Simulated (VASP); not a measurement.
A run of VASP 6.6.1 is set up as follows.

File INCAR:

```
PREC     = Accurate       # precision mode
ENCUT    = 500            # plane-wave cutoff, eV
EDIFF    = 1E-6           # SCF threshold, eV
ISMEAR   = 0              # smearing method
SIGMA    = 0.01           # smearing width, eV
LREAL    = False          # projectors in reciprocal space
LASPH    = True           # aspherical terms in the spheres
NELM     = 120            # most SCF steps
ALGO     = Normal         # electronic algorithm
ISIF     = 2              # what is computed and relaxed
LWAVE    = False          # write WAVECAR
LCHARG   = False          # write CHGCAR
GGA      = PS             # functional
NBANDS   = 15             # bands
GGA_COMPAT= False
```

KPOINTS

```
regular mesh
0
Gamma
  6 6 6
```

POSCAR

```
CsCl
1.0
    4.0653446562     -0.0101633616     -0.0101633616
   -0.0101633616      4.0653446562     -0.0101633616
   -0.0101633616     -0.0101633616      4.0653446562
Cs Cl
1 1
Direct
    0.0000000000      0.0000000000      0.0000000000
    0.5000000000      0.5000000000      0.5000000000
```

Potentials or basis: VASP PAW PBE potentials, release 64 (Cs_sv, Cl).

Command:

```bash
$ cat potpaw_PBE.64/Cs_sv/POTCAR potpaw_PBE.64/Cl/POTCAR > POTCAR
$ mpirun -np 1 vasp_std > vasp.out
```

Problem. What does it give for the pressure?

Solution. 0.1 GPa.

Problem. Estimate the band gap on the k mesh.

Solution. 5.21 eV, direct.

Caveat: the cell differs from its parent crystal (equal xy, yz and zx engineering shears of -0.5 %); the PAW data sets were made with another functional, which shifts forces and pressure a little; spin-orbit coupling is left out, which moves the levels of the heavy elements. A k mesh can miss the band edges.
